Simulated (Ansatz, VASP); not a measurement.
**Two plane-wave programs on Se**

File INCAR:

```
SYSTEM = Se
PREC = Accurate
ENCUT = 600
EDIFF = 1E-6
ISMEAR = -1
SIGMA = 0.08
LREAL = .False.
LASPH = .True.
NELM = 80
ALGO = Normal
ISIF = 3
LWAVE = .False.
LCHARG = .False.
GGA = CA
IBRION = 2
NSW = 60
EDIFFG = -0.005
```

The input KPOINTS:

```
Automatic mesh
0
Gamma
  15 15 15
  0 0 0
```

POSCAR

```
Se
1.0
   -1.7380133224      1.7380133224      1.7380133224
    1.7380133224     -1.7380133224      1.7380133224
    1.7380133224      1.7380133224     -1.7380133224
Se
1
Direct
    0.0000000000      0.0000000000      0.0000000000
```

Input for Ansatz:

```yaml
crystal:
  lattice:
    - [-1.7380133224, 1.7380133224, 1.7380133224]
    - [1.7380133224, -1.7380133224, 1.7380133224]
    - [1.7380133224, 1.7380133224, -1.7380133224]
  atoms:
    - { symbol: Se, position: [0.0, 0.0, 0.0] }
kpoints:
  mp_grid: { grid: [15, 15, 15] }
scf:
  occupations: { method: fermi_dirac, width: 0.08 }
hamiltonian:
  xc: lda
  pseudopotentials: { kind: paw }
output:
  forces: true
  stress: true
relax:
  f_tol: 0.005
  max_steps: 40
  cell: {}
```

Alike in both runs: task relaxation of cell and atoms; functional LDA; k mesh 15 × 15 × 15; occupations fermi-dirac, width 0.08 eV; no spin polarisation.

|  | VASP | Ansatz |
| --- | --- | --- |
| version | VASP 6.6.1 | Ansatz 0.2.0 |
| potentials or method | VASP PAW LDA potentials, release 64 (Se) | PAW with Ansatz's default frozen-core files, scalar-relativistic |
| plane-wave cutoff (eV) | 600 | 420 |
| valence electrons in the cell | 6 | 16 |

```csv
,VASP,Ansatz,Ansatz less VASP
relaxed volume (Å³/atom),19.03,19.00,-0.027
relaxed cell length with the largest relative difference (Å),2.913,2.912,-0.0014
```

LDA's correlation is that of Perdew and Zunger in VASP and of Perdew and Wang (1992) in Ansatz. VASP's potentials hold 6 valence electrons a cell and Ansatz's 16, so a difference there can come from the potentials and not from the codes.
